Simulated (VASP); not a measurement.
## W: single point with RPBE

W:

```xyz
4
Lattice="2.7202 0.0000 0.0000 -1.3601 2.3557 0.0000 0.0000 0.0000 9.5978" Properties=species:S:1:pos:R:3 pbc="T T T"
W     1.3601    2.3557    9.5978
W     1.3601    2.3557    4.7989
W     0.0000    1.5705    2.3995
W     1.3601    0.7852    7.1984
```

This isn't the form of W at room conditions, which is bcc.

```json
{
 "Program": "VASP 6.6.1",
 "Task": "single point",
 "Functional": "RPBE",
 "Potentials or basis": "VASP PAW PBE potentials, release 64 (W_sv)",
 "Cutoff": "520 eV",
 "k mesh": "15 × 15 × 4",
 "Occupations": "fermi-dirac, width 0.1 eV",
 "Spin": "no spin polarisation",
 "Dipole correction": "no",
 "Further INCAR settings": "ALGO = Normal; EDIFF = 1e-06; NBANDS = 36"
}
```

- Pressure: 27.7 GPa
- Band gap on the k mesh: zero (bands 28 and 29 overlap by 2.27 eV)

Stress tensor (GPa, compression positive):
```
29.59  0.00  0.00
 0.00 29.59  0.00
 0.00  0.00 23.92
```

Levels at points of the mesh, in eV from the Fermi level:
```tsv
k point	band 24	band 25	band 26	band 27	band 28	band 29	band 30	band 31	band 32	band 33
(0.00, 0.00, 0.00)	-0.67	-0.67	-0.52	-0.52	-0.22	-0.22	-0.10	-0.02	-0.02	2.37
(0.00, 0.00, 0.50)	-1.24	-0.55	-0.55	-0.55	-0.55	-0.20	-0.20	-0.20	-0.20	2.75
```

It took 4.3 min on 1 thread of Intel Xeon 8259CL, on a shared host, peak memory 0.26 GiB.

Caveat: the stress differs along the axes, from 24 to 30 GPa; the PAW data sets were made with another functional, which shifts forces and pressure a little; spin-orbit coupling is left out, which moves the levels of the heavy elements.
